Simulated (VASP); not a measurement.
# MgI2 (P-3m1) in VASP: further runs

Runs on MgI2. Level: PBE+D3(BJ). Tasks: single point.

All numbers are computed with VASP 6.6.1; they aren't measurements. Logs are shortened: lines on timing, memory, paths and dates and some standing lists are left out, and cuts for length are marked.

**1. The cell of the first run**

Symmetry: P-3m1, No. 164, trigonal system. Conventional cell: a = 4.271 Å, b = 4.271 Å, c = 6.491 Å, α = 90.00°, β = 90.00°, γ = 120.00°. Within 3.9 Å of Mg (site symmetry -3m) lie 6 I at 2.92 Å. Within 3.9 Å of I (site symmetry 3m) lie 3 Mg at 2.92 Å.

**2. Single point, PBE+D3(BJ)**

Input file INCAR:

```
SYSTEM = MgI2
PREC = Accurate
ENCUT = 520
EDIFF = 1E-7
ISMEAR = 0
SIGMA = 0.05
LREAL = .False.
LASPH = .True.
NELM = 100
ALGO = Normal
ISIF = 2
LWAVE = .False.
LCHARG = .False.
GGA = PE
IVDW = 12
NBANDS = 15
```

Input file KPOINTS:

```
Automatic mesh
0
Gamma
  9 9 4
  0 0 0
```

Input file POSCAR:

```
MgI2
1.0
    4.2707668538      0.0000000000      0.0000000000
   -2.1353834269      3.6985925890      0.0000000000
    0.0000000000      0.0000000000      6.4909649688
Mg I
1 2
Direct
    0.0000000000      0.0000000000      0.0000000000
    0.3333333333      0.6666666667      0.7576300000
    0.6666666667      0.3333333333      0.2423700000
```

Potentials or basis: VASP PAW PBE potentials, release 64 (Mg, I).

Launch:

```bash
> cat potpaw_PBE.64/Mg/POTCAR potpaw_PBE.64/I/POTCAR > POTCAR
> mpirun -np 1 vasp_std > vasp.out
```

OUTCAR:

```text
SYSTEM = MgI2
   PREC = Accurate
   ENCUT = 520
   EDIFF = 1E-7
   ISMEAR = 0
   LREAL = .False.
   LASPH = .True.
   NELM = 100
   ISIF = 2
   GGA = PE
   IVDW = 12
 IVDW          = 12

 ion  position               nearest neighbor table
   1  0.000  0.000  0.000-   2 2.92   3 2.92   2 2.92   3 2.92   3 2.92   2 2.92
   2  0.333  0.667  0.758-   1 2.92   1 2.92   1 2.92
   3  0.667  0.333  0.242-   1 2.92   1 2.92   1 2.92

  LATTYP: Found a hexagonal cell.
 ALAT       =     4.2707668538
 C/A-ratio  =     1.5198593581

  Lattice vectors:

 A1 = (   4.2707668538,   0.0000000000,   0.0000000000)
 A2 = (  -2.1353834269,   3.6985925890,   0.0000000000)
 A3 = (   0.0000000000,   0.0000000000,   6.4909649688)

Analysis of symmetry for initial positions (statically):
=====================================================================
 Subroutine PRICEL returns:
 Original cell was already a primitive cell.

 Routine SETGRP: Setting up the symmetry group for a
 hexagonal supercell.

 Subroutine GETGRP returns: Found 12 space group operations
 (whereof 12 operations were pure point group operations)
 out of a pool of 24 trial point group operations.

The static configuration has the point symmetry D_3d.

Analysis of symmetry for dynamics (positions and initial velocities):
=====================================================================
 Subroutine PRICEL returns:
 Original cell was already a primitive cell.

 Routine SETGRP: Setting up the symmetry group for a
 hexagonal supercell.

 Subroutine GETGRP returns: Found 12 space group operations
 (whereof 12 operations were pure point group operations)
 out of a pool of 24 trial point group operations.

The dynamic configuration has the point symmetry D_3d.

 Subroutine INISYM returns: Found 12 space group operations
 (whereof 12 operations are pure point group operations),
 and found     1 'primitive' translations

----------------------------------------------------------------------------------------

                                     Primitive cell

  volume of cell :     102.5302

  direct lattice vectors                    reciprocal lattice vectors
     4.270766854  0.000000000  0.000000000     0.234149986  0.135186558  0.000000000
    -2.135383427  3.698592589  0.000000000     0.000000000  0.270373115  0.000000000
     0.000000000  0.000000000  6.490964969     0.000000000  0.000000000  0.154060298

[... 95 lines left out ...]
   PSTRESS=    0.0 pullay stress
   NELECT =      16.0000    total number of electrons
   NUPDOWN=      -1.0000    fix difference up-down
   EMIN   =  10.00;   EMAX   =-10.00  energy-range for DOS
   EFERMI =   0.00;   METHOD = LEGACY
   ISMEAR =     0;   SIGMA  =   0.05  broadening in eV -4-tet -1-fermi 0-gaus
   EFERMI_NEDOS =   21; number of points for ismear=-14 and -15
   IALGO  =     38    algorithm
   IMIX   =      4    mixing-type and parameters
     AMIX     =   0.40;   BMIX     =  1.00
     AMIX_MAG =   1.60;   BMIX_MAG =  1.00
  volume/ion in A,a.u.               =      34.18       230.64
  Fermi-wavevector in a.u.,A,eV,Ry     =   0.881382  1.665571 10.569477  0.776835
  Thomas-Fermi vector in A             =   2.001871
   LORBIT       =      0    0 simple, 1 ext, 2 COOP (PROOUT), +10 PAW based schemes
   GGA     = PE    functional components
   LHFCALC =     F    Hartree Fock is set to
   AEXX    =    0.0000 exact exchange contribution
   IVDW    =    12    specifies the selected vdW correction
   LEPSILON=     F    determine dielectric tensor
   LRPA    =     F    only Hartree local field effects (RPA)
 non-spin polarized calculation
 Gauss-broadening in eV      SIGMA  =   0.05
  energy-cutoff  :      520.00
  volume of cell :      102.53
 maximum number of plane-waves:      2790
   NGX = 15   NGY = 15   NGZ = 25

 number of electron      16.0000000 magnetization

 Free energy of the ion-electron system (eV)
  ---------------------------------------------------
  ext. energy  EPLUGINS =         0.00000000
  ---------------------------------------------------
  free energy    TOTEN  =        -7.64546617 eV

  energy without entropy =       -7.64546617  energy(sigma->0) =       -7.64546617

 E-fermi :   2.9128     XC(G=0):  -8.2220

 val. band max:        2.6826249495   @ k =   0.0000   0.0000   0.0000
 cond. band min:       5.7776146398   @ k =   0.4444   0.0000   0.2500
 fundamental gap:      3.0949896903
 Fermi energy:         2.9128431371

 k-point     1 :       0.0000    0.0000    0.0000
  band No.  band energies     occupation
      1      -9.7464      2.00000
      2      -8.8818      2.00000
      3      -1.0915      2.00000
      4       1.5834      2.00000
      5       1.5834      2.00000
      6       2.0699      2.00000
      7       2.0699      2.00000
      8       2.6826      2.00000
      9       5.8195      0.00000
     10       6.7993      0.00000
     11       8.7193      0.00000
     12       8.7193      0.00000
     13      10.3179      0.00000
     14      10.3179      0.00000
[... 401 lines left out ...]
      2      -8.8660      2.00000
      3      -0.6358      2.00000
      4      -0.2528      2.00000
      5       0.7403      2.00000
      6       1.0329      2.00000
      7       1.6477      2.00000
      8       2.1459      2.00000
      9       6.8248      0.00000
     10       7.8781      0.00000
     11       8.5284      0.00000
     12       9.1849      0.00000
     13       9.7062      0.00000
     14      10.1345      0.00000
     15      10.9162      0.00000

 [... further k-points ...]

------------------------ aborting loop because EDIFF is reached ----------------------------------------

 Edisp (eV)   -0.92406

 E8    (eV) :    -0.4129

  FORCE on cell =-STRESS in cart. coord.  units (eV):
  Direction    XX          YY          ZZ          XY          YZ          ZX
  --------------------------------------------------------------------------------------
  -------------------------------------------------------------------------------------
  Total      -0.79109    -0.79109     0.88098     0.00000     0.00000     0.00000
  in kB     -12.36195   -12.36195    13.76647     0.00000     0.00000     0.00000
  external pressure =       -3.65 kB  Pullay stress =        0.00 kB

 VOLUME and BASIS-vectors are now :
 -----------------------------------------------------------------------------
  energy-cutoff  :      520.00
  volume of cell :      102.53
      direct lattice vectors                 reciprocal lattice vectors
     4.270766854  0.000000000  0.000000000     0.234149986  0.135186558  0.000000000
    -2.135383427  3.698592589  0.000000000     0.000000000  0.270373115  0.000000000
     0.000000000  0.000000000  6.490964969     0.000000000  0.000000000  0.154060298

 POSITION                                       TOTAL-FORCE (eV/Angst)
 -----------------------------------------------------------------------------------
      0.00000      0.00000      0.00000        -0.000000      0.000000      0.000000
     -0.00000      2.46573      4.91775         0.000000     -0.000000     -0.213091
      2.13538      1.23286      1.57322        -0.000000      0.000000      0.213091
 -----------------------------------------------------------------------------------
    total drift:                               -0.000000      0.000000     -0.000000

  FREE ENERGIE OF THE ION-ELECTRON SYSTEM (eV)
  ---------------------------------------------------
  free  energy   TOTEN  =        -8.5695272809 eV

  energy  without entropy=       -8.5695272809  energy(sigma->0) =       -8.56952728
```

OSZICAR:

```text
N       E                     dE             d eps       ncg     rms          rms(c)
DAV:   1     0.747439944790E+02    0.74744E+02   -0.57713E+03  1290   0.838E+02
DAV:   2    -0.199225616854E+01   -0.76736E+02   -0.69659E+02  1768   0.131E+02
DAV:   3    -0.770358338053E+01   -0.57113E+01   -0.56870E+01  1759   0.407E+01
DAV:   4    -0.780846596202E+01   -0.10488E+00   -0.10487E+00  1721   0.664E+00
DAV:   5    -0.780976722634E+01   -0.13013E-02   -0.13013E-02  1782   0.669E-01    0.393E+00
DAV:   6    -0.767331482445E+01    0.13645E+00   -0.11899E-01  1451   0.175E+00    0.267E+00
DAV:   7    -0.764669653662E+01    0.26618E-01   -0.12624E-01  1556   0.177E+00    0.782E-01
DAV:   8    -0.764531557968E+01    0.13810E-02   -0.80778E-03  1465   0.506E-01    0.233E-01
DAV:   9    -0.764546623401E+01   -0.15065E-03   -0.85803E-04  1780   0.178E-01    0.737E-02
DAV:  10    -0.764545652586E+01    0.97082E-05   -0.29277E-05  1598   0.360E-02    0.324E-02
DAV:  11    -0.764546523289E+01   -0.87070E-05   -0.15549E-05  1612   0.252E-02    0.138E-02
DAV:  12    -0.764546577407E+01   -0.54118E-06   -0.39724E-07  1731   0.418E-03    0.607E-03
DAV:  13    -0.764546623754E+01   -0.46347E-06   -0.23515E-07  1542   0.293E-03    0.402E-03
DAV:  14    -0.764546617386E+01    0.63681E-07   -0.68942E-08  1269   0.164E-03
   1 F= -.85695273E+01 E0= -.85695273E+01  d E =-.540425E-13
```

Run time: 34 s. Hardware: 1 thread of Intel Xeon Platinum 8488C (Sapphire Rapids), shared host; peak memory 0.26 GiB.

Results:

```
Free energy                : -8.5695 eV
Pressure                   : -0.4 GPa
Largest force              : 0.213 eV/Å
Band gap on the k mesh     : 3.10 eV, indirect (least direct gap 3.14 eV)
Dispersion energy per atom : -0.308 eV
```

Forces in eV/Å, atoms in the order of the input:
```
Mg   0.000  0.000  0.000
I    0.000  0.000 -0.213
I    0.000  0.000  0.213
```

Stress tensor (GPa, compression positive):
```
-1.24  0.00  0.00
 0.00 -1.24  0.00
 0.00  0.00  1.38
```

Levels at points of the mesh, in eV from the valence-band top:
```
           k point  band 4  band 5  band 6  band 7  band 8  band 9  band 10  band 11  band 12  band 13
(0.00, 0.00, 0.00)   -1.10   -1.10   -0.61   -0.61    0.00    3.14     4.12     6.04     6.04     7.64
(0.00, 0.00, 0.50)   -1.64   -0.96   -0.96   -0.76   -0.76    4.03     4.29     5.77     5.77     7.15
```

Caveat: spin-orbit coupling is left out, which moves the levels of the heavy elements. A k mesh can miss the band edges.

**3. Single point, PBE+D3(BJ)**

This run uses another cell than the first one, of the same volume but with other edges.

Input file INCAR:

```
PREC = Accurate ; ENCUT = 520
EDIFF = 1E-6 ; ISMEAR = 0
SIGMA = 0.05 ; LREAL = F
LASPH = T ; NELM = 100
ALGO = Normal ; ISIF = 2
LWAVE = F ; LCHARG = F
GGA = PE ; IVDW = 12
NBANDS = 15
```

Input file KPOINTS:

```
regular mesh
0
Gamma
  9 9 4
```

Input file POSCAR:

```
MgI2
1.0
    4.0238110365      0.0000000000      0.0000000000
   -2.0119055183      3.4847225777      0.0000000000
    0.0000000000      0.0000000000      7.3121625487
Mg I
1 2
Direct
    0.0000000000      0.0000000000      0.0000000000
    0.3333333333      0.6666666667      0.7576300000
    0.6666666667      0.3333333333      0.2423700000
```

Potentials or basis: VASP PAW PBE potentials, release 64 (Mg, I).

Launch:

```bash
> cat potpaw_PBE.64/Mg/POTCAR potpaw_PBE.64/I/POTCAR > POTCAR
> mpirun -np 1 vasp_std > vasp.out
```

It took 33 s on 1 thread of Intel Xeon Platinum 8488C (Sapphire Rapids), shared host; peak memory 0.26 GiB.

It converged, with:

* Free energy: -8.5753 eV
* Pressure: -0.2 GPa
* Largest force: 0.254 eV/Å
* Band gap on the k mesh: 3.35 eV, indirect (least direct gap 3.59 eV)
* Dispersion energy per atom: -0.310 eV

Forces in eV/Å, atoms in the order of the input:
```
Mg   0.000  0.000  0.000
I    0.000  0.000  0.254
I    0.000  0.000 -0.254
```

Stress tensor (GPa, compression positive):
```
 0.81  0.00  0.00
 0.00  0.81  0.00
 0.00  0.00 -2.12
```

Levels at points of the mesh, in eV from the valence-band top:
| k point | band 6 | band 7 | band 8 | band 9 | band 10 | band 11 |
| --- | --- | --- | --- | --- | --- | --- |
| (0.00, 0.00, 0.00) | -0.29 | 0.00 | 0.00 | 3.59 | 4.98 | 6.79 |
| (0.00, 0.00, 0.50) | -0.22 | -0.07 | -0.07 | 4.73 | 4.99 | 6.79 |

Caveat: spin-orbit coupling is left out, which moves the levels of the heavy elements. A k mesh can miss the band edges.

**4. Single point, PBE+D3(BJ)**

This run uses another cell than the first one, of the same volume but with other edges.

Input file INCAR:

```
ALGO     = Normal         # electronic algorithm
EDIFF    = 1E-6           # SCF threshold, eV
ENCUT    = 520            # plane-wave cutoff, eV
GGA      = PE             # functional
ISIF     = 2              # what is computed and relaxed
ISMEAR   = 0              # smearing method
IVDW     = 12             # dispersion correction
LASPH    = T              # aspherical terms in the spheres
LCHARG   = F              # write CHGCAR
LREAL    = F              # projectors in reciprocal space
LWAVE    = F              # write WAVECAR
NBANDS   = 15             # bands
NELM     = 100            # most SCF steps
PREC     = Accurate       # precision mode
SIGMA    = 0.05           # smearing width, eV
```

Input file KPOINTS:

```
k-points
0
Gamma
  9 9 4
```

Input file POSCAR:

```
MgI2
1.0
    4.2106071945      0.0000000000      0.0000000000
   -2.1053035973      3.6464927958      0.0000000000
    0.0000000000      0.0000000000      6.6777712150
Mg I
1 2
Direct
    0.0000000000      0.0000000000      0.0000000000
    0.3333333333      0.6666666667      0.7576300000
    0.6666666667      0.3333333333      0.2423700000
```

Launch:

```bash
> cat potpaw_PBE.64/Mg/POTCAR potpaw_PBE.64/I/POTCAR > POTCAR
> mpirun -np 1 vasp_std > vasp.out
```

It took 26 s on 1 thread of Intel Xeon Platinum 8488C (Sapphire Rapids), shared host; peak memory 0.26 GiB.

Results (log left out):

```
Free energy                : -8.6075 eV
Pressure                   : -0.3 GPa
Largest force              : 0.127 eV/Å
Band gap on the k mesh     : 3.30 eV, indirect (least direct gap 3.42 eV)
Dispersion energy per atom : -0.309 eV
```

Forces in eV/Å, atoms in the order of the input:
```
Mg   0.000  0.000  0.000
I    0.000  0.000 -0.127
I    0.000  0.000  0.127
```

Stress tensor (GPa, compression positive):
```
-0.86  0.00  0.00
 0.00 -0.86  0.00
 0.00  0.00  0.68
```

Levels at points of the mesh, in eV from the valence-band top:
```tsv
k point	band 5	band 6	band 7	band 8	band 9	band 10	band 11	band 12
(0.00, 0.00, 0.00)	-0.79	-0.36	-0.36	0.00	3.42	4.42	6.34	6.34
(0.00, 0.00, 0.50)	-0.68	-0.68	-0.48	-0.48	4.33	4.55	6.12	6.12
```

Caveat: spin-orbit coupling is left out, which moves the levels of the heavy elements. A k mesh can miss the band edges.

**5. The runs side by side**

```csv
cell,gap on the mesh (eV),pressure (GPa),largest force (eV/Å)
"a = 4.271, b = 4.271, c = 6.491 Å, angles 90.0, 90.0, 120.0°, 3 atoms",3.10,-0.4,0.21
"a = 4.024, b = 4.024, c = 7.312 Å, angles 90.0, 90.0, 120.0°, 3 atoms",3.35,-0.2,0.25
"a = 4.211, b = 4.211, c = 6.678 Å, angles 90.0, 90.0, 120.0°, 3 atoms",3.30,-0.3,0.13
```

Alike in all rows: task single point; level PBE+D3(BJ); potentials or basis VASP PAW PBE potentials, release 64 (Mg, I); no spin polarisation; k mesh 9 × 9 × 4; cutoff (eV) 520; smearing gaussian 0.05 eV.

Caveats: spin-orbit coupling is left out, which moves the levels of the heavy elements.

Absolute energies hang on the potentials; compare differences alone.
